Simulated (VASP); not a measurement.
Set up this calculation in VASP 6.6.1, as the native input.

```yaml
Task: single point
Functional: PBEsol
Potentials_or_basis: VASP PAW PBE potentials, release 64 (Ti_sv, Sn_d, O)
Cutoff: 520 eV
k_mesh: 1 × 1 × 1, shifted
Occupations: fermi-dirac, width 0.05 eV
Spin: no spin polarisation
Dipole_correction: no
Further_INCAR_settings: LREAL = Auto; ALGO = Normal; EDIFF = 1e-07; NBANDS = 331
```

The structure of Ti23SnO48 lies in POSCAR:

```
Ti23SnO48
1.0
    9.2178299522      0.0000000000      0.0000000000
    0.0000000000      9.2176489811      0.0000000000
    0.0000000000      0.0000000000      8.8215506752
Ti Sn O
23 1 48
Direct
    0.0004730000      0.0002090000      0.0022080000
    0.0002390000      0.9997030000      0.3366750000
    0.0041270000      0.0037100000      0.6693500000
    0.0028760000      0.4972830000      0.0003280000
    0.0022990000      0.4978980000      0.3365850000
    0.9992830000      0.5009420000      0.6684540000
    0.4978030000      0.0023800000      0.0002800000
    0.4981410000      0.0020560000      0.3365200000
    0.5013410000      0.9988580000      0.6684650000
    0.4999710000      0.4997100000      0.0021780000
    0.5004490000      0.4999180000      0.3366500000
    0.4964700000      0.4960500000      0.6693380000
    0.2502650000      0.2499010000      0.1685320000
    0.2502470000      0.2499160000      0.5002290000
    0.2503320000      0.2498600000      0.8361350000
    0.2502800000      0.7498850000      0.1698730000
    0.2503830000      0.7498460000      0.5033140000
    0.2502350000      0.7499420000      0.8363600000
    0.7502800000      0.2498910000      0.1698910000
    0.7503630000      0.2498480000      0.5033300000
    0.7502530000      0.2499360000      0.8363630000
    0.7501850000      0.7499710000      0.5058160000
    0.7503840000      0.7498150000      0.8276890000
    0.7502720000      0.7498850000      0.1662830000
    0.1530060000      0.1525970000      0.9991750000
    0.1530700000      0.1526730000      0.3332690000
    0.1530900000      0.1526830000      0.6662660000
    0.1533160000      0.6515610000      0.9995460000
    0.1533700000      0.6515560000      0.3329360000
    0.1512720000      0.6531010000      0.6662260000
    0.6519600000      0.1529200000      0.9995450000
    0.6519520000      0.1529670000      0.3329420000
    0.6535190000      0.1508570000      0.6662290000
    0.6489840000      0.6485870000      0.9891890000
    0.6491090000      0.6487170000      0.3431030000
    0.6521630000      0.6517730000      0.6661590000
    0.3475670000      0.3471840000      0.9991850000
    0.3474920000      0.3471190000      0.3332620000
    0.3474790000      0.3471100000      0.6662650000
    0.3472540000      0.8482320000      0.9995460000
    0.3472090000      0.8482390000      0.3329430000
    0.3493090000      0.8466850000      0.6662310000
    0.8486140000      0.3468800000      0.9995460000
    0.8486200000      0.3468240000      0.3329320000
    0.8470660000      0.3489300000      0.6662300000
    0.8515790000      0.8512020000      0.9892020000
    0.8514400000      0.8510710000      0.3430870000
    0.8483940000      0.8480230000      0.6661570000
    0.0991140000      0.4010520000      0.1663040000
    0.0984950000      0.4016760000      0.5005310000
    0.0984690000      0.4017050000      0.8320550000
    0.0970270000      0.9017080000      0.1662020000
    0.0999920000      0.9036800000      0.5004970000
    0.1000050000      0.9036310000      0.8318470000
    0.5984640000      0.4031420000      0.1662050000
    0.5964810000      0.4001710000      0.5004990000
    0.5965260000      0.4001570000      0.8318500000
    0.5935540000      0.9066080000      0.1664020000
    0.5972750000      0.9029020000      0.4992470000
    0.5973090000      0.9028670000      0.8333200000
    0.4014540000      0.0987330000      0.1663050000
    0.4020660000      0.0981370000      0.5005430000
    0.4021120000      0.0980910000      0.8320540000
    0.4035440000      0.5980850000      0.1662100000
    0.4005810000      0.5960900000      0.5004870000
    0.4005640000      0.5961380000      0.8318570000
    0.9020990000      0.0966430000      0.1662040000
    0.9041030000      0.0996100000      0.5004870000
    0.9040520000      0.0996270000      0.8318550000
    0.9070090000      0.5931760000      0.1663840000
    0.9032900000      0.5969090000      0.4992480000
    0.9032620000      0.5969370000      0.8333080000
```

One way to write it, as run:

INCAR

```
SYSTEM = Ti23SnO48
  PREC = Accurate
  ENCUT = 520
  EDIFF = 1E-7
  ISMEAR = -1
  SIGMA = 0.05
  LREAL = Auto
  LASPH = .TRUE.
  NELM = 60
  ALGO = Normal
  ISIF = 2
  LWAVE = .FALSE.
  LCHARG = .TRUE.
  GGA = PS
  LELF = .TRUE.
  LVHAR = .TRUE.
  NBANDS = 331
```

KPOINTS

```
Automatic mesh
0
Gamma
  1 1 1
  0.5 0.5 0.5
```

Potentials or basis: VASP PAW PBE potentials, release 64 (Ti_sv, Sn_d, O).

Command:

```console
$ cat potpaw_PBE.64/Ti_sv/POTCAR potpaw_PBE.64/Sn_d/POTCAR potpaw_PBE.64/O/POTCAR > POTCAR
$ mpirun -np 1 vasp_std > vasp.out
```

Results of the run:

* Pressure: 0.6 GPa
* Largest force: 0.046 eV/Å
* Band gap on the k mesh: 2.64 eV

Caveat: the k points lie up to 0.71 Å⁻¹ apart; the PAW data sets were made with another functional, which shifts forces and pressure a little; spin-orbit coupling is left out, which moves the levels of the heavy elements; a shifted mesh leaves out Γ, where band edges can lie.

Wall time 27 min on 1 thread of Intel Xeon 8259CL, on a shared host, peak memory 0.8 GiB.
